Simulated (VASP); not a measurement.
# In in VASP: a series of runs

The runs below take In through single point, with PBE, LDA, PBEsol.

All numbers are computed with VASP 6.6.1; they aren't measurements. Logs are shortened: lines on timing, memory, paths and dates and some standing lists are left out, and cuts for length are marked.

### Step 1. The cell of the first run

The cell holds a slab with vacuum, 4 atoms: a = 3.339 Å, b = 3.339 Å, c = 23.207 Å, α = 90.00°, β = 90.00°, γ = 120.00°.

### Step 2. Single point, PBE

Input file INCAR:

```
SYSTEM = In
ALGO     = Normal         ! electronic algorithm
EDIFF    = 1E-7           ! SCF threshold, eV
ENCUT    = 520            ! plane-wave cutoff, eV
GGA      = PE             ! functional
ISIF     = 2              ! what is computed and relaxed
ISMEAR   = -1             ! smearing method
LASPH    = .TRUE.         ! aspherical terms in the spheres
LCHARG   = .TRUE.         ! write CHGCAR
LELF     = .TRUE.         ! ELF
LREAL    = .FALSE.        ! projectors in reciprocal space
LVHAR    = .TRUE.       
LWAVE    = .FALSE.        ! write WAVECAR
NBANDS   = 34             ! bands
NELM     = 60             ! most SCF steps
PREC     = Accurate       ! precision mode
SIGMA    = 0.05           ! smearing width, eV
```

Input file KPOINTS:

```
k-points
0
G
  9 9 1
  0 0 0
```

Input file POSCAR:

```
In
1.0
    3.3392736332      0.0000000000      0.0000000000
   -1.6696368166      2.8918957965      0.0000000000
    0.0000000000      0.0000000000     23.2074632500
In
4
Direct
    0.6666666667      0.3333333333      0.3231719003
    0.3333333333      0.6666666667      0.4413060572
    0.6666666667      0.3333333333      0.5586939428
    0.3333333333      0.6666666667      0.6768280997
```

Potentials or basis: VASP PAW PBE potentials, release 64 (In_d).

On the command line:

```
$ cat potpaw_PBE.64/In_d/POTCAR > POTCAR
$ mpirun -np 1 vasp_std > vasp.out
```

OUTCAR:

```text
SYSTEM = In
   EDIFF = 1E-7
   ENCUT = 520
   GGA = PE
   ISIF = 2
   ISMEAR = -1
   LASPH = .TRUE.
   LREAL = .FALSE.
   NELM = 60
   PREC = Accurate

 ion  position               nearest neighbor table
   1  0.667  0.333  0.323-   2 3.35   2 3.35   2 3.35
   2  0.333  0.667  0.441-   3 3.34   3 3.34   3 3.34   1 3.35   1 3.35   1 3.35
   3  0.667  0.333  0.559-   2 3.34   2 3.34   2 3.34   4 3.35   4 3.35   4 3.35
   4  0.333  0.667  0.677-   3 3.35   3 3.35   3 3.35

  LATTYP: Found a hexagonal cell.
 ALAT       =     3.3392736332
 C/A-ratio  =     6.9498537105

  Lattice vectors:

 A1 = (   3.3392736332,   0.0000000000,   0.0000000000)
 A2 = (  -1.6696368166,   2.8918957965,   0.0000000000)
 A3 = (   0.0000000000,   0.0000000000,  23.2074632500)

Analysis of symmetry for initial positions (statically):
=====================================================================
 Subroutine PRICEL returns:
 Original cell was already a primitive cell.

 Routine SETGRP: Setting up the symmetry group for a
 hexagonal supercell.

 Subroutine GETGRP returns: Found 12 space group operations
 (whereof 12 operations were pure point group operations)
 out of a pool of 24 trial point group operations.

The static configuration has the point symmetry D_3d.

Analysis of symmetry for dynamics (positions and initial velocities):
=====================================================================
 Subroutine PRICEL returns:
 Original cell was already a primitive cell.

 Routine SETGRP: Setting up the symmetry group for a
 hexagonal supercell.

 Subroutine GETGRP returns: Found 12 space group operations
 (whereof 12 operations were pure point group operations)
 out of a pool of 24 trial point group operations.

The dynamic configuration has the point symmetry D_3d.

 Subroutine INISYM returns: Found 12 space group operations
 (whereof 12 operations are pure point group operations),
 and found     1 'primitive' translations

----------------------------------------------------------------------------------------

                                     Primitive cell

  volume of cell :     224.1106

  direct lattice vectors                    reciprocal lattice vectors
     3.339273633  0.000000000  0.000000000     0.299466324  0.172896963  0.000000000
    -1.669636817  2.891895797  0.000000000     0.000000000  0.345793926  0.000000000
     0.000000000  0.000000000 23.207463250     0.000000000  0.000000000  0.043089587

  length of vectors
[... 72 lines left out ...]
   NELM   =     60;   NELMIN=  2; NELMDL= -5     # of ELM steps
   EDIFF  = 0.1E-06   stopping-criterion for ELM
   LREAL  =      F    real-space projection
   EDIFFG = 0.1E-05   stopping-criterion for IOM
   NSW    =      0    number of steps for IOM
   IBRION =     -1    ionic relax: 0-MD 1-quasi-New 2-CG
   NFREE  =      0    steps in history (QN), initial steepest desc. (CG)
   ISIF   =      2    stress and relaxation
   ISYM   =      2    0-nonsym 1-usesym 2-fastsym
   POTIM  = 0.5000    time-step for ionic-motion
   TEBEG  =    0.0;   TEEND  =   0.0 temperature during run
   PSTRESS=    0.0 pullay stress
   NELECT =      52.0000    total number of electrons
   NUPDOWN=      -1.0000    fix difference up-down
   EMIN   =  10.00;   EMAX   =-10.00  energy-range for DOS
   EFERMI =   0.00;   METHOD = LEGACY
   ISMEAR =    -1;   SIGMA  =   0.05  broadening in eV -4-tet -1-fermi 0-gaus
   EFERMI_NEDOS =   21; number of points for ismear=-14 and -15
   IALGO  =     38    algorithm
   IMIX   =      4    mixing-type and parameters
     AMIX     =   0.40;   BMIX     =  1.00
     AMIX_MAG =   1.60;   BMIX_MAG =  1.00
  volume/ion in A,a.u.               =      56.03       378.09
  Fermi-wavevector in a.u.,A,eV,Ry     =   1.005978  1.901023 13.768985  1.011992
  Thomas-Fermi vector in A             =   2.138692
   LORBIT       =      0    0 simple, 1 ext, 2 COOP (PROOUT), +10 PAW based schemes
   GGA     = PE    functional components
   LHFCALC =     F    Hartree Fock is set to
   AEXX    =    0.0000 exact exchange contribution
   IVDW    =     0    specifies the selected vdW correction
   LEPSILON=     F    determine dielectric tensor
   LRPA    =     F    only Hartree local field effects (RPA)
 non-spin polarized calculation
  energy-cutoff  :      520.00
  volume of cell :      224.11
 maximum number of plane-waves:      6075
 NGX is ok and might be reduce to    28
   NGX = 13   NGY = 13   NGZ = 87

 number of electron      52.0000008 magnetization

 Free energy of the ion-electron system (eV)
  ---------------------------------------------------
  ext. energy  EPLUGINS =         0.00000000
  ---------------------------------------------------
  free energy    TOTEN  =        -9.86899369 eV

  energy without entropy =       -9.85289048  energy(sigma->0) =       -9.86094209

 E-fermi :   1.5896     XC(G=0):  -5.4792

 val. band max:        1.5342864812   @ k =   0.2222   0.2222   0.0000
 cond. band min:       1.6273770844   @ k =   0.1111   0.0000   0.0000
 fundamental gap:      0.0930906032
 Fermi energy:         1.5896238537

 k-point     1 :       0.0000    0.0000    0.0000
  band No.  band energies     occupation
      1     -13.1473      2.00000
      2     -13.1413      2.00000
      3     -13.1051      2.00000
      4     -13.0783      2.00000
      5     -13.0596      2.00000
      6     -13.0596      2.00000
[... 433 lines left out ...]
     33       4.9864      0.00000
     34       4.9864      0.00000

------------------------ aborting loop because EDIFF is reached ----------------------------------------

  FORCE on cell =-STRESS in cart. coord.  units (eV):
  Direction    XX          YY          ZZ          XY          YZ          ZX
  --------------------------------------------------------------------------------------
  -------------------------------------------------------------------------------------
  Total        0.2411968      0.2411968      0.5112252      0.0000000      0.0000000      0.0000000
  in kB        1.7243278      1.7243278      3.6547741      0.0000000      0.0000000      0.0000000
  external PRESSURE =       2.3678099 kB  Pullay stress =       0.0000000 kB

 VOLUME and BASIS-vectors are now :
 -----------------------------------------------------------------------------
  energy-cutoff  :      520.00
  volume of cell :      224.11
      direct lattice vectors                 reciprocal lattice vectors
     3.339273633  0.000000000  0.000000000     0.299466324  0.172896963  0.000000000
    -1.669636817  2.891895797  0.000000000     0.000000000  0.345793926  0.000000000
     0.000000000  0.000000000 23.207463250     0.000000000  0.000000000  0.043089587

 POSITION                                       TOTAL-FORCE (eV/Angst)
 -----------------------------------------------------------------------------------
      1.66964      0.96397      7.50000        -0.000000     -0.000000     -0.098603
     -0.00000      1.92793     10.24159         0.000000     -0.000000      0.096834
      1.66964      0.96397     12.96587        -0.000000      0.000000     -0.096834
     -0.00000      1.92793     15.70746        -0.000000      0.000000      0.098603
 -----------------------------------------------------------------------------------
    total drift:                               -0.000000      0.000000     -0.000000

  FREE ENERGIE OF THE ION-ELECTRON SYSTEM (eV)
  ---------------------------------------------------
  free  energy   TOTEN  =        -9.8689936942 eV

  energy  without entropy=       -9.8528904765  energy(sigma->0) =       -9.86094209
```

OSZICAR:

```text
N       E                     dE             d eps       ncg     rms          rms(c)
DAV:   1     0.483517834437E+03    0.48352E+03   -0.24769E+04   824   0.163E+03
DAV:   2     0.397135392645E+02   -0.44380E+03   -0.43864E+03   840   0.423E+02
DAV:   3    -0.796784622837E+01   -0.47681E+02   -0.47338E+02   960   0.172E+02
[... 16 lines left out ...]
DAV:  20    -0.986898806320E+01   -0.90205E-05   -0.70894E-07   860   0.160E-02    0.128E-03
DAV:  21    -0.986899291705E+01   -0.48539E-05   -0.34457E-07   580   0.324E-03    0.584E-04
DAV:  22    -0.986899337258E+01   -0.45553E-06   -0.85408E-08   588   0.515E-03    0.425E-04
DAV:  23    -0.986899360589E+01   -0.23331E-06   -0.17708E-08   544   0.174E-03    0.293E-04
DAV:  24    -0.986899369420E+01   -0.88306E-07   -0.73600E-09   514   0.105E-03
   1 F= -.98689937E+01 E0= -.98609421E+01  d E =-.161032E-01
```

stdout:

```text
POSCAR found type information on POSCAR In
 POSCAR found :  1 types and       4 ions
 scaLAPACK will be used
 LDA part: xc-table for (Slater+PW92), standard interpolation
 POSCAR, INCAR and KPOINTS ok, starting setup
 FFT: planning ... GRIDC
 FFT: planning ... GRID_SOFT
 FFT: planning ... GRID
 WAVECAR not read
 entering main loop
```

It took 3.6 min on 1 thread of Intel Xeon Platinum 8259CL at 2.50GHz (Skylake/Cascade Lake), shared host; peak memory 0.38 GiB.

Results:

* Free energy: -9.8690 eV
* Largest force: 0.099 eV/Å
* Band gap on the k mesh: zero (bands 26 and 27 overlap by 1.99 eV)

Forces in eV/Å, atoms in the order of the input:
```
In   0.000  0.000 -0.099
In   0.000  0.000  0.097
In   0.000  0.000 -0.097
In   0.000  0.000  0.099
```

Caveat: there is no dipole correction, which matters where the two faces differ; spin-orbit coupling is left out, which moves the levels of the heavy elements.

### Step 3. Single point, PBE

Input file INCAR:

```
PREC     = Accurate       # precision mode
ENCUT    = 520            # plane-wave cutoff, eV
EDIFF    = 1E-7           # SCF threshold, eV
ISMEAR   = -1             # smearing method
SIGMA    = 0.05           # smearing width, eV
LREAL    = False          # projectors in reciprocal space
LASPH    = True           # aspherical terms in the spheres
NELM     = 60             # most SCF steps
ALGO     = Normal         # electronic algorithm
ISIF     = 2              # what is computed and relaxed
LWAVE    = False          # write WAVECAR
LCHARG   = True           # write CHGCAR
GGA      = PE             # functional
LELF     = True           # ELF
LVHAR    = True         
NBANDS   = 34             # bands
```

Input file KPOINTS:

```
Automatic mesh
0
Gamma
  9 9 1
```

POSCAR is that of step 2.

Potentials or basis: VASP PAW PBE potentials, release 64 (In_d).

On the command line:

```
$ cat potpaw_PBE.64/In_d/POTCAR > POTCAR
$ mpirun -np 1 vasp_std > vasp.out
```

OUTCAR:

```text
PREC = Accurate
   ENCUT = 520
   EDIFF = 1E-7
   ISMEAR = -1
   LREAL = False
   LASPH = True
   NELM = 60
   ISIF = 2
   GGA = PE

 ion  position               nearest neighbor table
   1  0.667  0.333  0.323-   2 3.35   2 3.35   2 3.35
   2  0.333  0.667  0.441-   3 3.34   3 3.34   3 3.34   1 3.35   1 3.35   1 3.35
   3  0.667  0.333  0.559-   2 3.34   2 3.34   2 3.34   4 3.35   4 3.35   4 3.35
   4  0.333  0.667  0.677-   3 3.35   3 3.35   3 3.35

  LATTYP: Found a hexagonal cell.
[... 626 lines left out ...]

  FORCE on cell =-STRESS in cart. coord.  units (eV):
  Direction    XX          YY          ZZ          XY          YZ          ZX
  --------------------------------------------------------------------------------------
  -------------------------------------------------------------------------------------
  Total        0.2411968      0.2411968      0.5112252      0.0000000      0.0000000      0.0000000
  in kB        1.7243278      1.7243278      3.6547741      0.0000000      0.0000000      0.0000000
  external PRESSURE =       2.3678099 kB  Pullay stress =       0.0000000 kB

 VOLUME and BASIS-vectors are now :
 -----------------------------------------------------------------------------
  energy-cutoff  :      520.00
  volume of cell :      224.11
      direct lattice vectors                 reciprocal lattice vectors
     3.339273633  0.000000000  0.000000000     0.299466324  0.172896963  0.000000000
    -1.669636817  2.891895797  0.000000000     0.000000000  0.345793926  0.000000000
     0.000000000  0.000000000 23.207463250     0.000000000  0.000000000  0.043089587

 POSITION                                       TOTAL-FORCE (eV/Angst)
 -----------------------------------------------------------------------------------
      1.66964      0.96397      7.50000        -0.000000     -0.000000     -0.098603
     -0.00000      1.92793     10.24159         0.000000     -0.000000      0.096834
      1.66964      0.96397     12.96587        -0.000000      0.000000     -0.096834
     -0.00000      1.92793     15.70746        -0.000000      0.000000      0.098603
 -----------------------------------------------------------------------------------
    total drift:                               -0.000000      0.000000     -0.000000

  FREE ENERGIE OF THE ION-ELECTRON SYSTEM (eV)
  ---------------------------------------------------
  free  energy   TOTEN  =        -9.8689936942 eV

  energy  without entropy=       -9.8528904765  energy(sigma->0) =       -9.86094209
```

stdout:

```text
POSCAR found type information on POSCAR In
 POSCAR found :  1 types and       4 ions
 scaLAPACK will be used
 LDA part: xc-table for (Slater+PW92), standard interpolation
 POSCAR, INCAR and KPOINTS ok, starting setup
 FFT: planning ... GRIDC
 FFT: planning ... GRID_SOFT
 FFT: planning ... GRID
 WAVECAR not read
 entering main loop
```

Wall time 4 min (1 thread of Intel Xeon Platinum 8259CL at 2.50GHz (Skylake/Cascade Lake), shared host); peak memory 0.38 GiB.

Results:

```yaml
Free_energy: -9.8690 eV
Largest_force: 0.099 eV/Å
Band_gap_on_the_k_mesh: zero (bands 26 and 27 overlap by 1.99 eV)
```

Forces in eV/Å, atoms in the order of the input:
```
In   0.000  0.000 -0.099
In   0.000  0.000  0.097
In   0.000  0.000 -0.097
In   0.000  0.000  0.099
```

Levels at points of the mesh, in eV from the Fermi level:
```csv
k point,band 23,band 24,band 25,band 26,band 27,band 28,band 29,band 30
"(0.00, 0.00, 0.00)",-7.15,-5.45,-2.51,-0.19,2.17,3.47,3.69,5.29
```

Caveat: there is no dipole correction, which matters where the two faces differ; spin-orbit coupling is left out, which moves the levels of the heavy elements.

### Step 4. Single point, LDA

Input file INCAR:

```
SYSTEM = In
ALGO = Normal ; EDIFF = 1E-7
ENCUT = 520 ; GGA = CA
ISIF = 2 ; ISMEAR = -1
LASPH = .True. ; LCHARG = .False.
LREAL = .False. ; LWAVE = .False.
NBANDS = 34 ; NELM = 60
PREC = Accurate ; SIGMA = 0.05
```

Input file KPOINTS:

```
k-points
0
Gamma
  9 9 1
  0 0 0
```

POSCAR is that of step 3.

Potentials or basis: VASP PAW LDA potentials, release 64 (In_d).

On the command line:

```
$ cat potpaw_LDA.64/In_d/POTCAR > POTCAR
$ mpirun -np 1 vasp_std > vasp.out
```

Run time: 3.4 min. Hardware: 1 thread of Intel Xeon Platinum 8259CL at 2.50GHz (Skylake/Cascade Lake), shared host; peak memory 0.31 GiB.

The run converged. Its results:

```yaml
Free_energy: -12.2017 eV
Largest_force: 0.170 eV/Å
Band_gap_on_the_k_mesh: zero (bands 26 and 27 overlap by 1.97 eV)
```

Forces in eV/Å, atoms in the order of the input:
```
In   0.000  0.000  0.170
In   0.000  0.000  0.103
In   0.000  0.000 -0.103
In   0.000  0.000 -0.170
```

Levels at points of the mesh, in eV from the Fermi level:
| k point | band 23 | band 24 | band 25 | band 26 | band 27 | band 28 | band 29 | band 30 |
| --- | --- | --- | --- | --- | --- | --- | --- | --- |
| (0.00, 0.00, 0.00) | -7.17 | -5.47 | -2.48 | -0.19 | 2.22 | 3.70 | 3.98 | 5.51 |

Caveat: there is no dipole correction, which matters where the two faces differ; spin-orbit coupling is left out, which moves the levels of the heavy elements.

### Step 5. Single point, PBEsol

Input file INCAR:

```
SYSTEM = In
PREC = Accurate ; ENCUT = 520
EDIFF = 1E-6 ; ISMEAR = -1
SIGMA = 0.05 ; LREAL = .False.
LASPH = .True. ; NELM = 100
ALGO = Normal ; ISIF = 2
LWAVE = .False. ; LCHARG = .False.
GGA = PS ; NBANDS = 34
```

Input file KPOINTS:

```
regular mesh
0
Gamma
  9 9 1
  0 0 0
```

POSCAR is that of step 4.

Potentials or basis: VASP PAW PBE potentials, release 64 (In_d).

On the command line:

```
$ cat potpaw_PBE.64/In_d/POTCAR > POTCAR
$ mpirun -np 1 vasp_std > vasp.out
```

Run time: 3 min. Hardware: 1 thread of Intel Xeon Platinum 8259CL at 2.50GHz (Skylake/Cascade Lake), shared host; peak memory 0.38 GiB.

Results (log left out):

```
Free energy            : -11.3979 eV
Largest force          : 0.103 eV/Å
Band gap on the k mesh : zero (bands 26 and 27 overlap by 1.99 eV)
```

Forces on the atoms (eV/Å):
```
In   0.000  0.000  0.077
In   0.000  0.000  0.103
In   0.000  0.000 -0.103
In   0.000  0.000 -0.077
```

Levels at points of the mesh, in eV from the Fermi level:
| k point | band 23 | band 24 | band 25 | band 26 | band 27 | band 28 | band 29 | band 30 |
| --- | --- | --- | --- | --- | --- | --- | --- | --- |
| (0.00, 0.00, 0.00) | -7.16 | -5.45 | -2.51 | -0.18 | 2.23 | 3.62 | 3.79 | 5.40 |

Caveat: there is no dipole correction, which matters where the two faces differ; the PAW data sets were made with another functional, which shifts forces and pressure a little; spin-orbit coupling is left out, which moves the levels of the heavy elements.

### Step 6. The runs side by side

```csv
level,potentials or basis,gap on the mesh (eV),largest force (eV/Å)
PBE,"VASP PAW PBE potentials, release 64 (In_d)",none,0.10
LDA,"VASP PAW LDA potentials, release 64 (In_d)",none,0.17
PBEsol,"VASP PAW PBE potentials, release 64 (In_d)",none,0.10
```

Alike in all rows: task single point; no spin polarisation; cell as given; k mesh 9 × 9 × 1; cutoff (eV) 520; smearing fermi-dirac 0.05 eV.

Caveats: there is no dipole correction, which matters where the two faces differ; spin-orbit coupling is left out, which moves the levels of the heavy elements; the PAW data sets were made with another functional, which shifts forces and pressure a little (at least some runs).

Absolute energies hang on the potentials; compare differences alone.

The gap in the log of VASP goes by the Fermi energy; the results here count the filled bands.